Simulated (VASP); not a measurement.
A run of VASP 6.6.1 is set up as follows.

The input INCAR:

```
PREC = Accurate
ENCUT = 520
EDIFF = 1E-7
ISMEAR = 1
SIGMA = 0.2
LREAL = F
LASPH = T
NELM = 60
ALGO = Normal
ISIF = 2
LWAVE = F
LCHARG = F
LDIPOL = T
IDIPOL = 3
DIPOL = 0.5 0.5 0.493
GGA = PE
NBANDS = 21
```

Contents of KPOINTS:

```
regular mesh
0
Gamma
  5 5 1
```

Contents of POSCAR:

```
Al2O
1.0
    4.0244416766      0.0000000000      0.0000000000
    2.0122208383      3.4852687280      0.0000000000
    0.0000000000      0.0000000000     18.7504000209
Al O
4 2
Direct
    0.3333333333      0.3333333333      0.3904709078
    0.0000000000      1.0000000000      0.4780941816
    0.6666666667      0.6666666667      0.5657174553
    0.3333333333      0.3333333333      0.6533407291
    0.0000000000      0.0000000000      0.3466592709
    0.3333333333      0.3333333333      0.5219058184
```

Potentials or basis: VASP PAW PBE potentials, release 64 (Al, O).

Run with:

```console
$ cat potpaw_PBE.64/Al/POTCAR potpaw_PBE.64/O/POTCAR > POTCAR
$ mpirun -np 1 vasp_std > vasp.out
```

(1) Predict the largest force.

(2) What does it give for the band gap on the k mesh?

Answers

(1) 2.907 eV/Å.

(2) zero (band 12 reaches -0.51 eV, above the bottom of band 13 at -1.04 eV).

Caveat: the k points lie up to 0.36 Å⁻¹ apart.
